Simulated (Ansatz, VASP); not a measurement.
# Re in VASP and in Ansatz

File INCAR:

```
SYSTEM = Re
ALGO     = Normal         ! electronic algorithm
EDIFF    = 1E-7           ! SCF threshold, eV
ENCUT    = 520            ! plane-wave cutoff, eV
GGA      = PE             ! functional
ISIF     = 2              ! what is computed and relaxed
ISMEAR   = 0              ! smearing method
LASPH    = .TRUE.         ! aspherical terms in the spheres
LCHARG   = .FALSE.        ! write CHGCAR
LREAL    = .FALSE.        ! projectors in reciprocal space
LWAVE    = .FALSE.        ! write WAVECAR
NBANDS   = 10             ! bands
NELM     = 80             ! most SCF steps
PREC     = Accurate       ! precision mode
SIGMA    = 0.15           ! smearing width, eV
```

File KPOINTS:

```
k-points
0
G
  10 10 10
  0 0 0
```

Contents of POSCAR:

```
Re
1.0
    0.0000000000      2.1465821088      1.5762352425
    2.1465821088      0.0000000000      1.5762352425
    2.1465821088      2.1465821088      0.0000000000
Re
1
Direct
    0.0000000000      0.0000000000      0.0000000000
```

Input for Ansatz:

```yaml
crystal:
  lattice:
    - [0.0, 2.1465821088, 1.5762352425]
    - [2.1465821088, 0.0, 1.5762352425]
    - [2.1465821088, 2.1465821088, 0.0]
  atoms:
    - { symbol: Re, position: [0.0, 0.0, 0.0] }
basis:
  ecutwfc: 420
kpoints:
  mp_grid: { grid: [10, 10, 10] }
hamiltonian:
  xc: pbe
scf:
  occupations: { method: gaussian, width: 0.15 }
output:
  forces: true
  stress: true
  eigenvalues: true
```

Alike in both runs: task single point; functional PBE; k mesh 10 × 10 × 10; occupations gaussian, width 0.15 eV; no spin polarisation.

|  | VASP | Ansatz |
| --- | --- | --- |
| version | VASP 6.6.1 | Ansatz 0.2.0 |
| potentials or method | VASP PAW PBE potentials, release 64 (Re), cutoff 520 eV | scalar-relativistic, plane waves, PAW |
| valence electrons in the cell | 7 | 15 |

|  | VASP | Ansatz | Ansatz less VASP |
| --- | --- | --- | --- |
| gap on the k mesh at the Fermi level (eV) | none | none | - |
| pressure (GPa) | 14.4 | 14.7 | +0.29 |
| traceless stress, the component that is largest in VASP (GPa) | -0.65 | -0.80 | -0.153 |

A gap of «none» marks a metal or a gap that the smearing closes. VASP's potentials hold 7 valence electrons a cell and Ansatz's 15, so a difference there can come from the potentials and not from the codes.

Spin-orbit coupling is off throughout.
